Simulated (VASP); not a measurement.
# Sn: single point with LDA

Sn:

```
CELL_PARAMETERS angstrom
-2.89942 2.90080 1.55817
2.90080 -2.89942 1.55817
2.89858 2.89858 -1.55564
ATOMIC_POSITIONS crystal
Sn 0.00002 0.99998 0.00000
Sn 0.74998 0.25002 0.50000
```

* Program: VASP 6.6.1
* Task: single point
* Functional: LDA
* Potentials or basis: VASP PAW LDA potentials, release 64 (Sn_d)
* Cutoff: 520 eV
* k mesh: 2 × 2 × 1
* Occupations: fermi-dirac, width 0.1 eV
* Spin: no spin polarisation

| Property | Result |
| --- | --- |
| Pressure | 8.0 GPa |
| Largest force | 0.371 eV/Å |
| Band gap on the k mesh | zero (bands 14 and 15 overlap by 1.72 eV) |

Forces in eV/Å, atoms in the order of the input:
```
Sn  -0.262  0.262  0.000
Sn   0.262 -0.262  0.000
```

Stress tensor (GPa, compression positive):
```
 8.51 -6.38 -6.58
-6.38  8.51 -6.58
-6.58 -6.58  6.93
```

Levels at points of the mesh, in eV from the Fermi level:
```csv
k point,band 11,band 12,band 13,band 14,band 15,band 16,band 17,band 18
"(0.00, 0.00, 0.00)",-11.04,-3.27,-1.79,-1.79,3.21,6.54,6.56,7.68
"(0.50, 0.00, 0.00)",-6.60,-5.08,-1.88,-1.35,-0.85,2.61,3.23,5.17
"(0.50, 0.50, 0.00)",-8.76,-8.73,0.84,0.86,1.87,1.90,6.75,6.79
```

Wall time 12 s on 1 thread of Intel Xeon 8259CL, on a shared host, peak memory 0.16 GiB.

Caveat: the k points lie up to 1.53 Å⁻¹ apart, too coarse for converged energies and pressures of a metal; spin-orbit coupling is left out, which moves the levels of the heavy elements.
